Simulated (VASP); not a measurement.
Write the native input for VASP 6.6.1 that does the following.

- Task: single point
- Functional: r2SCAN
- Potentials or basis: VASP PAW PBE potentials, release 64 (Ga_d, La)
- Cutoff: 520 eV
- k mesh: 7 × 7 × 7
- Occupations: tetrahedron
- Spin: no spin polarisation
- Dipole correction: no
- Further INCAR settings: ALGO = Normal; EDIFF = 1e-06; NBANDS = 33

Crystal: LaGa3.

```
CELL_PARAMETERS angstrom
0.00000 4.06157 0.00000
4.06157 0.00000 0.00000
2.03079 2.03079 -4.68124
ATOMIC_POSITIONS crystal
Ga 0.50000 0.50000 0.00000
Ga 0.75000 0.25000 0.50000
Ga 0.25000 0.75000 0.50000
La 0.00000 0.00000 0.00000
```

One way to write it, as run:

POSCAR

```
LaGa3
1.0
    0.0000000000      4.0615740000      0.0000000000
    4.0615740000      0.0000000000      0.0000000000
    2.0307870000      2.0307870000     -4.6812450000
Ga La
3 1
Direct
    0.5000000000      0.5000000000      0.0000000000
    0.7500000000      0.2500000000      0.5000000000
    0.2500000000      0.7500000000      0.5000000000
    0.0000000000      0.0000000000      0.0000000000
```

INCAR.step1

```
SYSTEM = LaGa3
PREC = Accurate ; ENCUT = 520
ISMEAR = -5 ; SIGMA = 0.1
LREAL = .FALSE. ; LASPH = .TRUE.
NELM = 80 ; NBANDS = 33
GGA = PE ; ALGO = Normal
EDIFF = 1E-4 ; LWAVE = .TRUE.
LCHARG = .FALSE.
```

INCAR.step2

```
SYSTEM = LaGa3
PREC = Accurate ; ENCUT = 520
EDIFF = 1E-6 ; ISMEAR = -5
SIGMA = 0.1 ; LREAL = .FALSE.
LASPH = .TRUE. ; NELM = 80
ALGO = Normal ; ISIF = 2
LWAVE = .FALSE. ; LCHARG = .TRUE.
METAGGA = R2SCAN ; LMIXTAU = .TRUE.
LELF = .TRUE. ; LVHAR = .TRUE.
NBANDS = 33 ; ISTART = 1
```

KPOINTS

```
regular mesh
0
G
  7 7 7
  0 0 0
```

Potentials or basis: VASP PAW PBE potentials, release 64 (Ga_d, La).

Command:

```sh
$ cat potpaw_PBE.64/Ga_d/POTCAR potpaw_PBE.64/La/POTCAR > POTCAR
$ cp INCAR.step1 INCAR
$ mpirun -np 1 vasp_std > vasp.out
$ cp INCAR.step2 INCAR
$ mpirun -np 1 vasp_std > vasp.out
```

It gave:

```
Pressure               : 13.9 GPa
Band gap on the k mesh : zero (bands 25 and 26 overlap by 2.50 eV)
```

Caveat: the cell stands under pressure; the PAW data sets were made with another functional, which shifts forces and pressure a little; spin-orbit coupling is left out, which moves the levels of the heavy elements; tetrahedron occupations give inexact forces and stress in metals.

Wall time 5.2 min on 1 thread of Intel(R) Xeon(R) Platinum 8488C (Sapphire Rapids), on a shared host, peak memory 0.27 GiB.
